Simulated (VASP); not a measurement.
BN, 4 atoms in the cell. The typed cell holds 4 atoms: a = 2.554 Å, b = 2.554 Å, c = 4.227 Å, α = 90.00°, β = 90.00°, γ = 120.00°.  This cell differs from its parent crystal: atom 3 (N) moved by (-0.100, +0.200) A along [1 1 0] and z.

```yaml
Program: VASP 6.6.1
Task: single point
Functional: PBEsol
Potentials_or_basis: VASP PAW PBE potentials, release 64 (B, N)
Cutoff: 520 eV
k_mesh: 12 × 12 × 6
Occupations: gaussian, width 0.05 eV
Spin: no spin polarisation
Dipole_correction: no
Further_INCAR_settings: ALGO = Normal; EDIFF = 1e-06; NBANDS = 16
```

Potentials or basis: VASP PAW PBE potentials, release 64 (B, N).

Command:

```console
$ cat potpaw_PBE.64/B/POTCAR potpaw_PBE.64/N/POTCAR > POTCAR
$ mpirun -np 1 vasp_std > vasp.out
```

Hardware: 1 thread of Intel Xeon 8259CL (shared host).

**Question.** How long does it take, and how much memory?

**Answer.** It took 3.1 min on 1 thread of Intel Xeon 8259CL (shared host), peak memory 0.24 GiB. Counts: scf iterations 13, k points 436.
